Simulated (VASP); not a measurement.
A run of VASP 6.6.1 is set up as follows.

The input INCAR:

```
PREC = Accurate ; ENCUT = 600
EDIFF = 1E-7 ; ISMEAR = 0
SIGMA = 0.1 ; LREAL = False
LASPH = True ; NELM = 150
ALGO = Normal ; ISIF = 3
LWAVE = False ; LCHARG = False
ISPIN = 2 ; MAGMOM = 1.03 1.03 1.03 0.35
LORBIT = 11 ; LMAXMIX = 4
GGA = PE ; IBRION = 2
NSW = 100 ; EDIFFG = -0.01
```

The input KPOINTS:

```
Automatic mesh
0
Gamma
  14 14 14
```

File POSCAR:

```
Ni3O
1.0
    3.4828146068      0.0000000000      0.0000000000
    0.0000000000      3.4828146068      0.0000000000
    0.0000000000      0.0000000000      3.4828146068
Ni O
3 1
Direct
    0.0000000000      0.5000000000      0.5000000000
    0.5000000000      0.0000000000      0.5000000000
    0.5000000000      0.5000000000      0.0000000000
    0.0000000000      0.0000000000      0.0000000000
```

Potentials or basis: VASP PAW PBE potentials, release 64 (Ni, O).

The run is started by

```sh
$ cat potpaw_PBE.64/Ni/POTCAR potpaw_PBE.64/O/POTCAR > POTCAR
$ mpirun -np 1 vasp_std > vasp.out
```

**Question.** Predict the space group after relaxing (to 0.1 Å).

**Answer.** Pm-3m (No. 221).

**Question.** Estimate the site moments.

**Answer.** Ni +0.90; O +0.30 μB.

**Question.** Predict the relaxed cell.

**Answer.** a = 3.480 Å, b = 3.480 Å, c = 3.480 Å, α = 90.00°, β = 90.00°, γ = 90.00°.

Final structure:
```cif
data_structure
_symmetry_space_group_name_H-M 'P 1'
_symmetry_Int_Tables_number 1
_cell_length_a 3.4802
_cell_length_b 3.4802
_cell_length_c 3.4802
_cell_angle_alpha 90.000
_cell_angle_beta 90.000
_cell_angle_gamma 90.000
_cell_volume 42.15
loop_
_atom_site_label
_atom_site_type_symbol
_atom_site_fract_x
_atom_site_fract_y
_atom_site_fract_z
_atom_site_occupancy
Ni1 Ni 0.00000 0.50000 0.50000 1
Ni2 Ni 0.50000 0.00000 0.50000 1
Ni3 Ni 0.50000 0.50000 0.00000 1
O1 O 0.00000 0.00000 0.00000 1
```
